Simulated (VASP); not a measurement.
Write the native input for VASP 6.6.1 that does the following.

- Task: single point
- Functional: PBE
- Potentials or basis: VASP PAW PBE potentials, release 64 (Mo_sv, Si)
- Cutoff: 520 eV
- k mesh: 9 × 9 × 7
- Occupations: fermi-dirac, width 0.08 eV
- Spin: no spin polarisation
- Dipole correction: no
- k mesh for the DOS: 14 × 14 × 11
- Occupations for the DOS: tetrahedron
- Further INCAR settings: ALGO = Normal; EDIFF = 1e-07; NBANDS = 18

The system is Si2Mo (AlB2 type).

```
CELL_PARAMETERS angstrom
4.30879 0.00000 0.00000
-2.15440 3.73153 0.00000
0.00000 0.00000 2.60920
ATOMIC_POSITIONS crystal
Mo 0.00000 0.00000 0.00000
Si 0.33333 0.66667 0.50000
Si 0.66667 0.33333 0.50000
```

One way to write it, as run:

POSCAR

```
Si2Mo
1.0
    4.3087939490      0.0000000000      0.0000000000
   -2.1543969745      3.7315250194      0.0000000000
    0.0000000000      0.0000000000      2.6091989549
Mo Si
1 2
Direct
    0.0000000000      0.0000000000      0.0000000000
    0.3333333333      0.6666666667      0.5000000000
    0.6666666667      0.3333333333      0.5000000000
```

INCAR.step1

```
PREC = Accurate
ENCUT = 520
EDIFF = 1E-7
ISMEAR = -1
SIGMA = 0.08
LREAL = F
LASPH = T
NELM = 100
ALGO = Normal
ISIF = 2
LWAVE = F
LCHARG = T
LMAXMIX = 4
GGA = PE
NBANDS = 18
```

KPOINTS.step1

```
regular mesh
0
Gamma
  9 9 7
```

INCAR.step2

```
PREC = Accurate
ENCUT = 520
EDIFF = 1E-7
ISMEAR = -5
SIGMA = 0.08
LREAL = F
LASPH = T
NELM = 100
ALGO = Normal
ISIF = 2
LWAVE = F
LCHARG = F
LMAXMIX = 4
GGA = PE
LORBIT = 10
NBANDS = 18
NEDOS = 2001
ICHARG = 11
```

KPOINTS.step2

```
regular mesh
0
Gamma
  14 14 11
```

Potentials or basis: VASP PAW PBE potentials, release 64 (Mo_sv, Si).

The run is started by

```console
$ cat potpaw_PBE.64/Mo_sv/POTCAR potpaw_PBE.64/Si/POTCAR > POTCAR
$ cp INCAR.step1 INCAR
$ cp KPOINTS.step1 KPOINTS
$ mpirun -np 1 vasp_std > vasp.out
$ cp INCAR.step2 INCAR
$ cp KPOINTS.step2 KPOINTS
$ mpirun -np 1 vasp_std > vasp.out
```

It gave:

```yaml
Valence_electrons_inside_the_program's_atomic_spheres: Mo 12.50; Si 1.60
```

Run time: 120 s on 1 thread of Intel Xeon 8259CL, on a shared host, peak memory 0.22 GiB.
